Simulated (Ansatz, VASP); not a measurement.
**PtSe in VASP and in Ansatz**

```xyz
2
Lattice="3.7019 0.0000 0.0000 -1.8509 3.2059 0.0000 0.0000 0.0000 3.6128" Properties=species:S:1:pos:R:3 pbc="T T T"
Pt    0.0000    0.0000    0.0000
Se    1.8509    1.0686    1.8064
```

Alike in both runs: functional PBE; k mesh 8 × 8 × 7; occupations fermi-dirac, width 0.05 eV; no spin polarisation; Hubbard terms Pt d U = 4.0 eV.

|  | VASP | Ansatz |
| --- | --- | --- |
| version | VASP 6.6.1 | Ansatz 0.2.0 |
| potentials or method | VASP PAW PBE potentials, release 64 (Pt, Se) | Ansatz PAW |
| plane-wave cutoff (eV) | 520 | 420 |
| valence electrons in the cell | 16 | 34 |
| task | single point | projected density of states |

|  | VASP | Ansatz | Ansatz less VASP |
| --- | --- | --- | --- |
| gap on the k mesh at the Fermi level (eV) | none | none | - |
| pressure (GPa) | -13.2 | -11.0 | +2.19 |
| traceless stress, the component that is largest in VASP (GPa) | -3.61 | -3.11 | +0.501 |

The programs project onto different local orbitals, so the same U acts differently, and such runs can settle in different states. A gap of «none» marks a metal or a gap that the smearing closes. VASP's potentials hold 16 valence electrons a cell and Ansatz's 34, so a difference there can come from the potentials and not from the codes.

Spin-orbit coupling is off throughout.
